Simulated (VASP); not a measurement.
Set up this calculation in VASP 6.6.1, as the native input.

| Item | Value |
| --- | --- |
| Task | single point |
| Functional | PBE |
| Potentials or basis | VASP PAW PBE potentials, release 64 (Sb) |
| Cutoff | 520 eV |
| k mesh | 6 × 6 × 1 |
| Occupations | fermi-dirac, width 0.02 eV |
| Spin | no spin polarisation |
| Dipole correction | yes |
| Further INCAR settings | ALGO = Normal; EDIFF = 1e-06; NBANDS = 18 |

The structure of Sb lies in POSCAR:

```
Sb
1.0
    5.1294153392      0.0000000000      0.0000000000
    0.0000000000      4.2400764228      0.0000000000
    0.0000000000      0.0000000000     29.0216962420
Sb
4
Direct
    0.0594216653      0.0000000000      0.3752152931
    0.4405783347      0.5000000000      0.3752152931
    0.5594216653      0.5000000000      0.2794673224
    0.9405783347      0.0000000000      0.2794673224
```

The input as run:

INCAR

```
  ALGO = Normal
  DIPOL = 0.5 0.5 0.327
  EDIFF = 1E-6
  ENCUT = 520
  GGA = PE
  IDIPOL = 3
  ISIF = 2
  ISMEAR = -1
  LASPH = True
  LCHARG = False
  LDIPOL = True
  LREAL = False
  LWAVE = False
  NBANDS = 18
  NELM = 60
  PREC = Accurate
  SIGMA = 0.02
```

KPOINTS

```
k-points
0
Gamma
  6 6 1
```

Potentials or basis: VASP PAW PBE potentials, release 64 (Sb).

Launch:

```bash
$ cat potpaw_PBE.64/Sb/POTCAR > POTCAR
$ mpirun -np 1 vasp_std > vasp.out
```

It gave:

The largest force is 0.307 eV/Å. The band gap on the k mesh is 0.53 eV, indirect (least direct gap 0.68 eV).

Caveat: spin-orbit coupling is left out, which moves the levels of the heavy elements.

Run time: 2.2 min on 1 thread of Intel(R) Xeon(R) 6975P-C (Granite Rapids) (shared host), peak memory 0.64 GiB.
